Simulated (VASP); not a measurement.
# PtSe2 (P3m1) in VASP: notebook

Runs on PtSe2. Level: PBE+D3(BJ). Tasks: single point.

All numbers are computed with VASP 6.6.1; they aren't measurements. Logs are shortened: lines on timing, memory, paths and dates and some standing lists are left out, and cuts for length are marked.

### Step 1. The cell of the first run

The structure is trigonal, space group P3m1 (No. 156). Conventional cell: a = 3.724 Å, b = 3.724 Å, c = 5.062 Å, α = 90.00°, β = 90.00°, γ = 120.00°. Pt (site symmetry 3m) has 6 Se at 2.44 to 2.55 Å within 3.2 Å. Within 3.4 Å of Se (site symmetry 3m) lie 3 Pt at 2.55 Å and 6 Se at 3.32 Å. Se (site symmetry 3m) has 3 Pt at 2.44 Å within 3.2 Å.

### Step 2. Single point, PBE+D3(BJ) (mode 9 (228.2 1/cm) frozen in, largest displacement -0.060 Å)

INCAR reads:

```
  PREC = Accurate
  ENCUT = 520
  EDIFF = 1E-6
  ISMEAR = 0
  SIGMA = 0.15
  LREAL = F
  LASPH = T
  NELM = 80
  ALGO = Normal
  ISIF = 2
  LWAVE = F
  LCHARG = T
  GGA = PE
  IVDW = 12
  LELF = T
  LVHAR = T
  NBANDS = 18
```

KPOINTS reads:

```
regular mesh
0
Gamma
  12 12 10
```

POSCAR reads:

```
PtSe2
1.0
    3.7240006046      0.0000000000      0.0000000000
   -1.8620003023      3.2250791273      0.0000000000
    0.0000000000      0.0000000000      5.0620000000
Pt Se
1 2
Direct
    0.0000000000      0.0000000000     -0.0095963282
    0.3333333333      0.6666666667      0.2618530225
    0.6666666667      0.3333333333      0.7618530225
```

Potentials or basis: VASP PAW PBE potentials, release 64 (Pt, Se).

On the command line:

```bash
$ cat potpaw_PBE.64/Pt/POTCAR potpaw_PBE.64/Se/POTCAR > POTCAR
$ mpirun -np 1 vasp_std > vasp.out
```

OUTCAR:

```text
PREC = Accurate
   ENCUT = 520
   EDIFF = 1E-6
   ISMEAR = 0
   LREAL = F
   LASPH = T
   NELM = 80
   ISIF = 2
   GGA = PE
   IVDW = 12
 IVDW          = 12

 ion  position               nearest neighbor table
   1  0.000  0.000  0.990-   3 2.44   3 2.44   3 2.44   2 2.55   2 2.55   2 2.55
   2  0.333  0.667  0.262-   1 2.55   1 2.55   1 2.55
   3  0.667  0.333  0.762-   1 2.44   1 2.44   1 2.44

  LATTYP: Found a hexagonal cell.
 ALAT       =     3.7240006046
 C/A-ratio  =     1.3592908642

  Lattice vectors:

 A1 = (   3.7240006046,   0.0000000000,   0.0000000000)
 A2 = (  -1.8620003023,   3.2250791273,   0.0000000000)
 A3 = (   0.0000000000,   0.0000000000,   5.0620000000)

Analysis of symmetry for initial positions (statically):
=====================================================================
 Subroutine PRICEL returns:
 Original cell was already a primitive cell.

 Routine SETGRP: Setting up the symmetry group for a
 hexagonal supercell.

 Subroutine GETGRP returns: Found  6 space group operations
 (whereof  6 operations were pure point group operations)
 out of a pool of 24 trial point group operations.

The static configuration has the point symmetry C_3v.

Analysis of symmetry for dynamics (positions and initial velocities):
=====================================================================
 Subroutine PRICEL returns:
 Original cell was already a primitive cell.

 Routine SETGRP: Setting up the symmetry group for a
 hexagonal supercell.

 Subroutine GETGRP returns: Found  6 space group operations
 (whereof  6 operations were pure point group operations)
 out of a pool of 24 trial point group operations.

The dynamic configuration has the point symmetry C_3v.

 Subroutine INISYM returns: Found  6 space group operations
 (whereof  6 operations are pure point group operations),
 and found     1 'primitive' translations

----------------------------------------------------------------------------------------

                                     Primitive cell

  volume of cell :      60.7956

  direct lattice vectors                    reciprocal lattice vectors
     3.724000605  0.000000000  0.000000000     0.268528420  0.155034956  0.000000000
    -1.862000302  3.225079127  0.000000000     0.000000000  0.310069912  0.000000000
     0.000000000  0.000000000  5.062000000     0.000000000  0.000000000  0.197550375

  length of vectors
     3.724000605  3.724000605  5.062000000     0.310069912  0.310069912  0.197550375

  position of ions in fractional coordinates (direct lattice)
     0.000000000  0.000000000  0.990403672
     0.333333333  0.666666667  0.261853022
     0.666666667  0.333333333  0.761853022

  ion indices of the primitive-cell ions
   primitive index   ion index
                 1           1
                 2           2
                 3           3

----------------------------------------------------------------------------------------

 KPOINTS: regular mesh

Automatic generation of k-mesh.
 Grid dimensions read from file:
 generate k-points for:   12   12   10

 Generating k-lattice:

  Cartesian coordinates                     Fractional coordinates (reciprocal lattice)
     0.022377368  0.012919580  0.000000000     0.083333333  0.000000000  0.000000000
     0.000000000  0.025839159  0.000000000     0.000000000  0.083333333  0.000000000
     0.000000000  0.000000000  0.019755038     0.000000000  0.000000000  0.100000000

  Length of vectors
     0.025839159  0.025839159  0.019755038

  Shift w.r.t. Gamma in fractional coordinates (k-lattice)
     0.000000000  0.000000000  0.000000000

 Subroutine IBZKPT returns following result:
 ===========================================

 Found    162 irreducible k-points:

 Following reciprocal coordinates:
            Coordinates               Weight
  0.000000  0.000000  0.000000      1.000000
  0.083333  0.000000  0.000000      6.000000
  0.166667 -0.000000  0.000000      6.000000
  0.250000  0.000000  0.000000      6.000000
  0.333333 -0.000000  0.000000      6.000000
  0.416667  0.000000  0.000000      6.000000
[... 16 lines left out ...]
  0.166667 -0.000000  0.100000      6.000000
  0.000000  0.166667  0.100000      6.000000
 [... further k-points ...]
   k-points           NKPTS =    162   k-points in BZ     NKDIM =    162   number of bands    NBANDS=     18
   number of dos      NEDOS =    301   number of ions     NIONS =      3
   total plane-waves  NPLWV =  31360
   dimension x,y,z NGX =    28 NGY =   28 NGZ =   40
   dimension x,y,z NGXF=    56 NGYF=   56 NGZF=   80
   ions per type =               1   2
   NGX,Y,Z   is equivalent  to a cutoff of  12.50, 12.50, 13.14 a.u.
   NGXF,Y,Z  is equivalent  to a cutoff of  25.00, 25.00, 26.27 a.u.
 SYSTEM =  unknown system
   PREC   = accura    normal or accurate (medium, high low for compatibility)
   ISTART =      0    job   : 0-new  1-cont  2-samecut
   ICHARG =      2    charge: 1-file 2-atom 10-const
   ISPIN  =      1    spin polarized calculation?
   LNONCOLLINEAR =      F non collinear calculations
   LSORBIT =      F    spin-orbit coupling
   LASPH  =      T    aspherical Exc in radial PAW
   ENCUT  =  520.0 eV  38.22 Ry    6.18 a.u.   6.92  6.92  9.41*2*pi/ulx,y,z
   NELM   =     80;   NELMIN=  2; NELMDL= -5     # of ELM steps
   EDIFF  = 0.1E-05   stopping-criterion for ELM
   LREAL  =      F    real-space projection
   EDIFFG = 0.1E-04   stopping-criterion for IOM
   NSW    =      0    number of steps for IOM
   IBRION =     -1    ionic relax: 0-MD 1-quasi-New 2-CG
   NFREE  =      0    steps in history (QN), initial steepest desc. (CG)
   ISIF   =      2    stress and relaxation
   ISYM   =      2    0-nonsym 1-usesym 2-fastsym
   POTIM  = 0.5000    time-step for ionic-motion
   TEBEG  =    0.0;   TEEND  =   0.0 temperature during run
   PSTRESS=    0.0 pullay stress
   NELECT =      22.0000    total number of electrons
   NUPDOWN=      -1.0000    fix difference up-down
   EMIN   =  10.00;   EMAX   =-10.00  energy-range for DOS
   EFERMI =   0.00;   METHOD = LEGACY
   ISMEAR =     0;   SIGMA  =   0.15  broadening in eV -4-tet -1-fermi 0-gaus
   EFERMI_NEDOS =   21; number of points for ismear=-14 and -15
   IALGO  =     38    algorithm
   IMIX   =      4    mixing-type and parameters
     AMIX     =   0.40;   BMIX     =  1.00
     AMIX_MAG =   1.60;   BMIX_MAG =  1.00
  volume/ion in A,a.u.               =      20.27       136.76
  Fermi-wavevector in a.u.,A,eV,Ry     =   1.166608  2.204570 18.517180  1.360974
  Thomas-Fermi vector in A             =   2.303119
   LORBIT       =      0    0 simple, 1 ext, 2 COOP (PROOUT), +10 PAW based schemes
   GGA     = PE    functional components
   LHFCALC =     F    Hartree Fock is set to
   AEXX    =    0.0000 exact exchange contribution
   IVDW    =    12    specifies the selected vdW correction
   LEPSILON=     F    determine dielectric tensor
   LRPA    =     F    only Hartree local field effects (RPA)
 non-spin polarized calculation
 Gauss-broadening in eV      SIGMA  =   0.15
  energy-cutoff  :      520.00
  volume of cell :       60.80
 maximum number of plane-waves:      1654
   NGX = 13   NGY = 13   NGZ = 19

 number of electron      21.9999998 magnetization

 Free energy of the ion-electron system (eV)
  ---------------------------------------------------
  ext. energy  EPLUGINS =         0.00000000
  ---------------------------------------------------
  free energy    TOTEN  =       -14.09101671 eV

  energy without entropy =      -14.08334641  energy(sigma->0) =      -14.08718156

 E-fermi :   6.5361     XC(G=0): -10.6352

 val. band max:        6.5235139249   @ k =   0.0000   0.1667   0.1000
 cond. band min:       6.5433279371   @ k =   0.0000   0.3333   0.3000
 fundamental gap:      0.0198140122
 Fermi energy:         6.5360553299

 k-point     1 :       0.0000    0.0000    0.0000
  band No.  band energies     occupation
      1      -9.2068      2.00000
      2      -6.3562      2.00000
      3      -0.6573      2.00000
      4      -0.0123      2.00000
      5      -0.0123      2.00000
      6       2.4923      2.00000
[... 10 lines left out ...]
     17      13.8203      0.00000
     18      18.2725      0.00000

 k-point     2 :       0.0833    0.0000    0.0000
  band No.  band energies     occupation
      1      -9.1290      2.00000
      2      -6.3903      2.00000
      3      -0.5700      2.00000
      4       0.0391      2.00000
      5       0.0449      2.00000
      6       2.3956      2.00000
[... 10 lines left out ...]
     17      14.0789      0.00000
     18      17.0811      0.00000

 k-point     3 :       0.1667   -0.0000    0.0000
  band No.  band energies     occupation
      1      -8.9037      2.00000
      2      -6.4848      2.00000
      3      -0.3245      2.00000
      4       0.1815      2.00000
      5       0.2148      2.00000
      6       2.0341      2.00000
[... 10 lines left out ...]
     17      14.6897      0.00000
     18      15.6500      0.00000

 k-point     4 :       0.2500    0.0000    0.0000
  band No.  band energies     occupation
      1      -8.5575      2.00000
      2      -6.6212      2.00000
      3      -0.0197      2.00000
      4       0.3756      2.00000
      5       0.5018      2.00000
      6       1.3757      2.00000
[... 375 lines left out ...]
      4       0.0330      2.00000
      5       0.0927      2.00000
      6       2.3774      2.00000
[... 10 lines left out ...]
     17      14.2490      0.00000
     18      16.5385      0.00000

 k-point    23 :       0.1667   -0.0000    0.1000
  band No.  band energies     occupation
      1      -8.8663      2.00000
      2      -6.5662      2.00000
      3      -0.2469      2.00000
      4       0.2066      2.00000
      5       0.2321      2.00000
      6       2.0817      2.00000
[... 10 lines left out ...]
     17      14.2977      0.00000
     18      15.3678      0.00000

 k-point    24 :       0.0000    0.1667    0.1000
  band No.  band energies     occupation
      1      -8.8718      2.00000
      2      -6.5477      2.00000
      3      -0.3793      2.00000
      4       0.1624      2.00000
      5       0.3719      2.00000
      6       1.9596      2.00000
[... 10 lines left out ...]
     17      15.0779      0.00000
     18      15.2614      0.00000

 [... further k-points ...]

------------------------ aborting loop because EDIFF is reached ----------------------------------------

 Edisp (eV)   -1.43097

 E8    (eV) :    -0.6140

  FORCE on cell =-STRESS in cart. coord.  units (eV):
  Direction    XX          YY          ZZ          XY          YZ          ZX
  --------------------------------------------------------------------------------------
  -------------------------------------------------------------------------------------
  Total       1.83525     1.83525     0.74411     0.00000     0.00000     0.00000
  in kB      48.36530    48.36530    19.60984     0.00000     0.00000     0.00000
  external pressure =       38.78 kB  Pullay stress =        0.00 kB

 VOLUME and BASIS-vectors are now :
 -----------------------------------------------------------------------------
  energy-cutoff  :      520.00
  volume of cell :       60.80
      direct lattice vectors                 reciprocal lattice vectors
     3.724000605  0.000000000  0.000000000     0.268528420  0.155034956  0.000000000
    -1.862000302  3.225079127  0.000000000     0.000000000  0.310069912  0.000000000
     0.000000000  0.000000000  5.062000000     0.000000000  0.000000000  0.197550375

 POSITION                                       TOTAL-FORCE (eV/Angst)
 -----------------------------------------------------------------------------------
      0.00000      0.00000      5.01342        -0.000000     -0.000000      1.799526
     -0.00000      2.15005      1.32550         0.000000      0.000000     -0.216663
      1.86200      1.07503      3.85650        -0.000000     -0.000000     -1.582863
 -----------------------------------------------------------------------------------
    total drift:                               -0.000000      0.000000     -0.000119

  FREE ENERGIE OF THE ION-ELECTRON SYSTEM (eV)
  ---------------------------------------------------
  free  energy   TOTEN  =       -15.5219861709 eV

  energy  without entropy=      -15.5143158774  energy(sigma->0) =      -15.51815102
```

It took 2.1 min on 1 thread of AMD EPYC 7R43 (Zen 3), shared host; peak memory 0.29 GiB.

What came out:

- Free energy: -15.5220 eV
- Pressure: 3.9 GPa
- Largest force: 1.800 eV/Å
- Band gap on the k mesh: zero (band 11 reaches 6.97 eV, above the bottom of band 12 at 6.39 eV)
- Dispersion energy per atom: -0.477 eV

Forces in eV/Å, atoms in the order of the input:
```
Pt   0.000  0.000  1.800
Se   0.000  0.000 -0.217
Se   0.000  0.000 -1.583
```

Levels at points of the mesh, in eV from the Fermi level:
```tsv
k point	band 7	band 8	band 9	band 10	band 11	band 12	band 13	band 14	band 15	band 16
(0.00, 0.00, 0.00)	-4.04	-2.61	-1.04	-1.04	0.44	1.49	1.49	3.54	4.29	7.28
(0.50, 0.00, 0.00)	-3.78	-3.63	-3.44	-3.40	-2.89	0.61	2.31	4.77	5.85	7.09
(0.00, 0.00, 0.50)	-4.08	-2.97	-1.66	-1.47	-1.47	2.32	2.32	4.76	6.36	6.75
(0.50, 0.00, 0.50)	-3.59	-3.58	-3.26	-2.81	-1.33	0.97	1.45	4.52	4.84	7.26
```

Caveat: the cell differs from its parent crystal (mode 9 (228.2 1/cm) frozen in, largest displacement -0.060 Å); spin-orbit coupling is left out, which moves the levels of the heavy elements; pairwise dispersion overbinds metals, which lowers pressure and volume; forces of over 1 eV/Å act on the atoms, so gaps and moduli don't describe the material at rest.

### Step 3. Single point, PBE+D3(BJ) (mode 9 (228.2 1/cm) frozen in, largest displacement +0.015 Å)

INCAR reads:

```
PREC = Accurate
ENCUT = 520
EDIFF = 1E-7
ISMEAR = 0
SIGMA = 0.15
LREAL = F
LASPH = T
NELM = 60
ALGO = Normal
ISIF = 2
LWAVE = F
LCHARG = F
GGA = PE
IVDW = 12
NBANDS = 18
```

KPOINTS is that of step 2.

POSCAR reads:

```
PtSe2
1.0
    3.7240006046      0.0000000000      0.0000000000
   -1.8620003023      3.2250791273      0.0000000000
    0.0000000000      0.0000000000      5.0620000000
Pt Se
1 2
Direct
    0.0000000000      0.0000000000      0.0023990820
    0.3333333333      0.6666666667      0.2470367444
    0.6666666667      0.3333333333      0.7470367444
```

Potentials or basis: VASP PAW PBE potentials, release 64 (Pt, Se).

On the command line:

```bash
$ cat potpaw_PBE.64/Pt/POTCAR potpaw_PBE.64/Se/POTCAR > POTCAR
$ mpirun -np 1 vasp_std > vasp.out
```

Run time: 2.3 min. Hardware: 1 thread of AMD EPYC 7R43 (Zen 3), shared host; peak memory 0.29 GiB.

The run converged. Its results:

```
Free energy                : -15.6140 eV
Pressure                   : 3.5 GPa
Largest force              : 0.834 eV/Å
Band gap on the k mesh     : zero (band 11 reaches 6.94 eV, above the bottom of band 12 at 6.52 eV)
Dispersion energy per atom : -0.477 eV
```

Forces in eV/Å, atoms in the order of the input:
```
Pt   0.000  0.000 -0.454
Se   0.000  0.000  0.834
Se   0.000  0.000 -0.380
```

Stress tensor (GPa, compression positive):
```
4.20 0.00 0.00
0.00 4.20 0.00
0.00 0.00 2.06
```

Levels at points of the mesh, in eV from the Fermi level:
```csv
k point,band 8,band 9,band 10,band 11,band 12,band 13,band 14,band 15
"(0.00, 0.00, 0.00)",-2.60,-1.08,-1.08,0.39,1.45,1.45,3.59,4.21
"(0.50, 0.00, 0.00)",-3.58,-3.52,-3.44,-2.99,0.65,2.34,4.77,5.82
"(0.00, 0.00, 0.50)",-2.97,-1.72,-1.51,-1.51,2.30,2.30,4.79,6.32
"(0.50, 0.00, 0.50)",-3.55,-3.25,-2.87,-1.39,0.98,1.51,4.55,4.77
```

Caveat: the cell differs from its parent crystal (mode 9 (228.2 1/cm) frozen in, largest displacement +0.015 Å); spin-orbit coupling is left out, which moves the levels of the heavy elements; pairwise dispersion overbinds metals, which lowers pressure and volume.

### Step 4. Single point, PBE+D3(BJ)

INCAR reads:

```
SYSTEM = PtSe2
PREC = Accurate ; ENCUT = 520
EDIFF = 1E-6 ; ISMEAR = 0
SIGMA = 0.15 ; LREAL = .FALSE.
LASPH = .TRUE. ; NELM = 60
ALGO = Normal ; ISIF = 2
LWAVE = .FALSE. ; LCHARG = .FALSE.
GGA = PE ; IVDW = 12
NBANDS = 18
```

KPOINTS reads:

```
regular mesh
0
G
  12 12 10
  0 0 0
```

POSCAR reads:

```
PtSe2
1.0
    3.7240006046      0.0000000000      0.0000000000
   -1.8620003023      3.2250791273      0.0000000000
    0.0000000000      0.0000000000      5.0620000000
Pt Se
1 2
Direct
    0.0000000000      0.0000000000     -0.0095963282
    0.3333333333      0.6666666667      0.2618530225
    0.6666666667      0.3333333333      0.7618530225
```

On the command line:

```bash
$ cat potpaw_PBE.64/Pt/POTCAR potpaw_PBE.64/Se/POTCAR > POTCAR
$ mpirun -np 1 vasp_std > vasp.out
```

It took 1.9 min on 1 thread of AMD EPYC 7R43 (Zen 3), shared host; peak memory 0.28 GiB.

It converged, with:

| Item | Value |
| --- | --- |
| Free energy | -15.5220 eV |
| Pressure | 3.9 GPa |
| Largest force | 1.800 eV/Å |
| Band gap on the k mesh | zero (band 11 reaches 6.97 eV, above the bottom of band 12 at 6.39 eV) |
| Dispersion energy per atom | -0.477 eV |

Forces in eV/Å, atoms in the order of the input:
```
Pt   0.000  0.000  1.800
Se   0.000  0.000 -0.217
Se   0.000  0.000 -1.583
```

Stress tensor (GPa, compression positive):
```
4.84 0.00 0.00
0.00 4.84 0.00
0.00 0.00 1.96
```

Levels at points of the mesh, in eV from the Fermi level:
| k point | band 7 | band 8 | band 9 | band 10 | band 11 | band 12 | band 13 | band 14 | band 15 | band 16 |
| --- | --- | --- | --- | --- | --- | --- | --- | --- | --- | --- |
| (0.00, 0.00, 0.00) | -4.04 | -2.61 | -1.04 | -1.04 | 0.44 | 1.49 | 1.49 | 3.54 | 4.29 | 7.28 |
| (0.50, 0.00, 0.00) | -3.78 | -3.63 | -3.44 | -3.40 | -2.89 | 0.61 | 2.31 | 4.77 | 5.85 | 7.09 |
| (0.00, 0.00, 0.50) | -4.08 | -2.97 | -1.66 | -1.47 | -1.47 | 2.32 | 2.32 | 4.76 | 6.36 | 6.75 |
| (0.50, 0.00, 0.50) | -3.59 | -3.58 | -3.26 | -2.81 | -1.33 | 0.97 | 1.45 | 4.52 | 4.84 | 7.26 |

Caveat: spin-orbit coupling is left out, which moves the levels of the heavy elements; pairwise dispersion overbinds metals, which lowers pressure and volume; forces of over 1 eV/Å act on the atoms, so gaps and moduli don't describe the material at rest.
